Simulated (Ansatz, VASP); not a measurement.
**One calculation of AlN, two programs**

```
Al N
1.0
     3.31348    0.00000    0.00000
    -1.65674    2.86956    0.00000
     0.00000    0.00000    4.18759
Al N
2 2
Direct
  0.33692 0.67383 0.76527
  0.67025 0.34050 0.26527
  0.32643 0.65287 0.22058
  0.65977 0.31953 0.72058
```

Change from the starting cell: mode 4 frozen in at -0.123 Å and mode 10 at -0.040 Å (largest displacements).

Alike in both runs: task single point; functional PBE; k mesh 9 × 9 × 6; occupations gaussian, width 0.05 eV; no spin polarisation.

```csv
,VASP,Ansatz
version,VASP 6.6.1,Ansatz 0.2.0
potentials or method,"VASP PAW PBE potentials, release 64 (Al, N), cutoff 520 eV","scalar-relativistic, plane waves, PAW"
valence electrons in the cell,16,16
```

```csv
,VASP,Ansatz,Ansatz less VASP
gap on the k mesh at the Fermi level (eV),3.41,3.40,-0.009
least direct gap on the mesh (eV),3.41,3.40,-0.009
pressure (GPa),3.4,3.6,+0.17
"traceless stress, the component that is largest in VASP (GPa)",9.73,9.58,-0.149
rms of the force components (eV/Å),0.583,0.582,-0.0013
```

Atom by atom the forces differ by 0.002 eV/Å (rms over components). The functional is the same, so the differences come from potentials, cutoffs and numerics.
